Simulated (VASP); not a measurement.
A run of VASP 6.6.1 is set up as follows.

INCAR

```
SYSTEM = Ru5C
  PREC = Accurate
  ENCUT = 520
  EDIFF = 1E-6
  ISMEAR = 0
  SIGMA = 0.1
  LREAL = .FALSE.
  LASPH = .TRUE.
  NELM = 80
  ALGO = Normal
  ISIF = 2
  LWAVE = .FALSE.
  LCHARG = .FALSE.
  LDIPOL = .TRUE.
  IDIPOL = 3
  DIPOL = 0.5 0.5 0.384
  NBANDS = 46
```

The input KPOINTS:

```
Automatic mesh
0
G
  12 12 1
  0 0 0
```

File POSCAR:

```
Ru5C
1.0
    2.6740588505      0.0000000000      0.0000000000
   -1.3370294252      2.3158028957      0.0000000000
    0.0000000000      0.0000000000     23.8999247755
Ru C
5 1
Direct
    0.6666666667      0.3333333333      0.1673645435
    0.3333333334      0.6666666667      0.2557907839
    0.6666666667      0.3333333333      0.3443582822
    0.3333333334      0.6666666667      0.4334512798
    0.6666666667      0.3333333333      0.5188269374
    0.8333333334      0.6666666667      0.5846549983
```

Potentials or basis: VASP PAW LDA potentials, release 64 (Ru_pv, C).

Launch:

```bash
$ cat potpaw_LDA.64/Ru_pv/POTCAR potpaw_LDA.64/C/POTCAR > POTCAR
$ mpirun -np 1 vasp_std > vasp.out
```

(1) Predict the largest force.

(2) Estimate the band gap on the k mesh.

Results:

(1) 2.177 eV/Å.

(2) zero (bands 37 and 38 overlap by 2.78 eV).
